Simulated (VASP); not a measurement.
**Be: single point with PBE**

Crystal: Be.

```xyz
2
Lattice="2.2995 0.0000 0.0000 -1.1498 1.9914 0.0000 0.0000 0.0000 3.5109" Properties=species:S:1:pos:R:3 pbc="T T T"
Be    0.0000    1.3276    0.8777
Be    1.1498    0.6638    2.6332
```

This cell differs from its parent crystal: strain +0.000 along x and y, -0.025 along z.

* Program: VASP 6.6.1
* Task: single point
* Functional: PBE
* Potentials or basis: VASP PAW PBE potentials, release 64 (Be)
* Cutoff: 520 eV
* k mesh: 24 × 24 × 14
* Occupations: gaussian, width 0.15 eV
* Spin: no spin polarisation
* Dipole correction: no
* Further INCAR settings: ALGO = Normal; EDIFF = 1e-07; NBANDS = 9

```yaml
Pressure: -1.3 GPa
Band_gap_on_the_k_mesh: zero (band 2 reaches 7.85 eV, above the bottom of band 3 at 5.66 eV)
```

Stress tensor (GPa, compression positive):
```
-4.48  0.00  0.00
 0.00 -4.48  0.00
 0.00  0.00  4.91
```

Levels at points of the mesh, in eV from the Fermi level:
```
           k point  band 1  band 2  band 3  band 4  band 5  band 6
(0.00, 0.00, 0.00)  -11.14   -3.97    1.70   15.29   15.29   18.27
(0.50, 0.00, 0.00)   -4.93   -3.13    3.78    6.69    7.14    8.92
(0.00, 0.00, 0.50)   -8.90   -8.90   11.61   11.61   17.05   17.05
(0.50, 0.00, 0.50)   -3.50   -3.50    1.55    1.55   11.64   11.64
```

It took 21 s on 1 thread of Intel(R) Xeon(R) 6975P-C (Granite Rapids) (shared host), peak memory 0.16 GiB.

Caveat: the cell differs from its parent crystal (strain +0.000 along x and y, -0.025 along z).
